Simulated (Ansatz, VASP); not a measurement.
# One calculation of Si3Ge2, two programs

INCAR

```
SYSTEM = Si3Ge2
PREC     = Accurate       ! precision mode
ENCUT    = 520            ! plane-wave cutoff, eV
EDIFF    = 1E-7           ! SCF threshold, eV
ISMEAR   = 0              ! smearing method
SIGMA    = 0.1            ! smearing width, eV
LREAL    = .False.        ! projectors in reciprocal space
LASPH    = .True.         ! aspherical terms in the spheres
NELM     = 100            ! most SCF steps
ALGO     = Normal         ! electronic algorithm
ISIF     = 2              ! what is computed and relaxed
LWAVE    = .False.        ! write WAVECAR
LCHARG   = .False.        ! write CHGCAR
GGA      = PE             ! functional
NBANDS   = 51             ! bands
```

File KPOINTS:

```
Automatic mesh
0
Gamma
  6 6 2
  0 0 0
```

Contents of POSCAR:

```
Si3Ge2
1.0
    3.7374407000      0.0000000000      0.0000000000
   -1.8687203500      3.2367185900      0.0000000000
    0.0000000000      0.0000000000     13.9136206800
Si Ge
6 4
Direct
    0.3333333300      0.6666666700      0.0000000000
    0.3333333300      0.6666666700      0.4000000000
    0.3333333300      0.6666666700      0.6000000000
    0.6666666700      0.3333333300      0.3000000000
    0.6666666700      0.3333333300      0.5000000000
    0.6666666700      0.3333333300      0.7000000000
    0.3333333300      0.6666666700      0.2000000000
    0.3333333300      0.6666666700      0.8000000000
    0.6666666700      0.3333333300      0.1000000000
    0.6666666700      0.3333333300      0.9000000000
```

Input for Ansatz:

```yaml
crystal:
  lattice:
    - [3.7374407, 0.0, 0.0]
    - [-1.86872035, 3.23671859, 0.0]
    - [0.0, 0.0, 13.91362068]
  atoms:
    - { symbol: Si, position: [0.33333333, 0.66666667, 0.0] }
    - { symbol: Si, position: [0.33333333, 0.66666667, 0.4] }
    - { symbol: Si, position: [0.33333333, 0.66666667, 0.6] }
    - { symbol: Si, position: [0.66666667, 0.33333333, 0.3] }
    - { symbol: Si, position: [0.66666667, 0.33333333, 0.5] }
    - { symbol: Si, position: [0.66666667, 0.33333333, 0.7] }
    - { symbol: Ge, position: [0.33333333, 0.66666667, 0.2] }
    - { symbol: Ge, position: [0.33333333, 0.66666667, 0.8] }
    - { symbol: Ge, position: [0.66666667, 0.33333333, 0.1] }
    - { symbol: Ge, position: [0.66666667, 0.33333333, 0.9] }
basis:
  ecutwfc: 420
kpoints:
  mp_grid: { grid: [6, 6, 2] }
hamiltonian:
  xc: pbe
scf:
  occupations: { method: gaussian, width: 0.1 }
  lower_state_search: "off"
output:
  forces: true
  stress: true
  eigenvalues: true
```

Alike in both runs: task single point; functional PBE; k mesh 6 × 6 × 2; occupations gaussian, width 0.1 eV; no spin polarisation.

|  | VASP | Ansatz |
| --- | --- | --- |
| version | VASP 6.6.1 | Ansatz 0.2.0 |
| potentials or method | VASP PAW PBE potentials, release 64 (Si, Ge_d), cutoff 520 eV | scalar-relativistic, plane waves, PAW |
| valence electrons in the cell | 80 | 80 |

|  | VASP | Ansatz | Ansatz less VASP |
| --- | --- | --- | --- |
| gap on the k mesh at the Fermi level (eV) | none | none | - |
| pressure (GPa) | 9.5 | 9.5 | +0.03 |
| traceless stress, the component that is largest in VASP (GPa) | 7.39 | 7.37 | -0.018 |
| rms of the force components (eV/Å) | 0.382 | 0.379 | -0.0024 |

Atom by atom the forces differ by 0.003 eV/Å (rms over components). A gap of «none» marks a metal or a gap that the smearing closes.
